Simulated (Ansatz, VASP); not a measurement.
# ZnSe: VASP beside Ansatz

INCAR

```
SYSTEM = ZnSe
PREC     = Accurate       ! precision mode
ENCUT    = 520            ! plane-wave cutoff, eV
EDIFF    = 1E-6           ! SCF threshold, eV
ISMEAR   = 0              ! smearing method
SIGMA    = 0.05           ! smearing width, eV
LREAL    = .FALSE.        ! projectors in reciprocal space
LASPH    = .TRUE.         ! aspherical terms in the spheres
NELM     = 100            ! most SCF steps
ALGO     = Normal         ! electronic algorithm
ISIF     = 2              ! what is computed and relaxed
LWAVE    = .FALSE.        ! write WAVECAR
LCHARG   = .FALSE.        ! write CHGCAR
GGA      = CA             ! functional
NBANDS   = 16             ! bands
```

Contents of KPOINTS:

```
regular mesh
0
G
  10 10 10
  0 0 0
```

Contents of POSCAR:

```
ZnSe
1.0
    0.0000000000      3.2243263697      2.6878345863
    2.6878345863      0.0000000000      2.6878345863
    2.6878345863      3.2243263697      0.0000000000
Zn Se
1 1
Direct
    0.0000000000      0.0000000000      0.0000000000
    0.7500000000      0.7500000000      0.7500000000
```

Input for Ansatz:

```yaml
crystal:
  lattice:
    - [0.0, 3.2243263697, 2.6878345863]
    - [2.6878345863, 0.0, 2.6878345863]
    - [2.6878345863, 3.2243263697, 0.0]
  atoms:
    - { symbol: Zn, position: [0.0, 0.0, 0.0] }
    - { symbol: Se, position: [0.75, 0.75, 0.75] }
basis:
  ecutwfc: 520.0
kpoints:
  mp_grid: { grid: [10, 10, 10] }
hamiltonian:
  xc: lda
  pseudopotentials: { kind: paw, azcp: { folder: soft_1 } }
scf:
  occupations: { method: gaussian, width: 0.05 }
output:
  forces: true
  stress: true
  eigenvalues: true
```

Alike in both runs: task single point; functional LDA; k mesh 10 × 10 × 10; occupations gaussian, width 0.05 eV; no spin polarisation.

|  | VASP | Ansatz |
| --- | --- | --- |
| version | VASP 6.6.1 | Ansatz 0.2.0 |
| potentials or method | VASP PAW LDA potentials, release 64 (Zn, Se), cutoff 520 eV | scalar-relativistic, plane waves, PAW |
| valence electrons in the cell | 18 | 28 |

|  | VASP | Ansatz | Ansatz less VASP |
| --- | --- | --- | --- |
| gap on the k mesh at the Fermi level (eV) | 0.50 | 0.46 | -0.036 |
| least direct gap on the mesh (eV) | 0.50 | 0.46 | -0.036 |
| pressure (GPa) | -4.8 | -5.1 | -0.26 |
| traceless stress, the component that is largest in VASP (GPa) | -6.30 | -6.33 | -0.030 |

Ansatz warns that its potentials were made for another functional, while VASP's fit it. LDA's correlation is that of Perdew and Zunger in VASP and of Perdew and Wang (1992) in Ansatz. VASP's potentials hold 18 valence electrons a cell and Ansatz's 28, so a difference there can come from the potentials and not from the codes.
